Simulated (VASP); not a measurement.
Crystal: HfO2.

```
CELL_PARAMETERS angstrom
4.87688 0.00000 0.00000
0.00000 4.87688 0.00000
0.00000 0.00000 3.24760
ATOMIC_POSITIONS crystal
Hf 0.50000 0.50000 0.50000
Hf 0.00000 0.00000 0.00000
O 0.80504 0.19496 0.50000
O 0.69496 0.69496 0.00000
O 0.30504 0.30504 0.00000
O 0.19496 0.80504 0.50000
```

This cell differs from its parent crystal: volume scaled by 1.04.

Base run:

| Quantity | Value |
| --- | --- |
| Program | VASP 6.6.1 |
| Functional | PBEsol |
| Potentials or basis | VASP PAW PBE potentials, release 64 (Hf_pv, O) |
| Cutoff | 520 eV |
| k mesh | 6 × 6 × 8 |
| Occupations | fermi-dirac, width 0.05 eV |
| Spin | no spin polarisation |

Its results: band gap on the k mesh 3.72 eV, direct; pressure -9.3 GPa; largest force 0.151 eV/Å.

Q: The run is repeated on the same cell with these changes: functional from PBEsol to PBE; further incar settings from ALGO = Normal; EDIFF = 1e-07; NBANDS = 31 to ALGO = Normal; EDIFF = 1e-06; NBANDS = 31. What comes out?

A: Band gap on the k mesh 3.83 eV, direct; pressure -3.2 GPa; largest force 0.093 eV/Å.

Caveats: spin-orbit coupling is left out, which moves the levels of the heavy elements; the PAW data sets were made with another functional, which shifts forces and pressure a little (some runs).

A k mesh can miss the band edges.
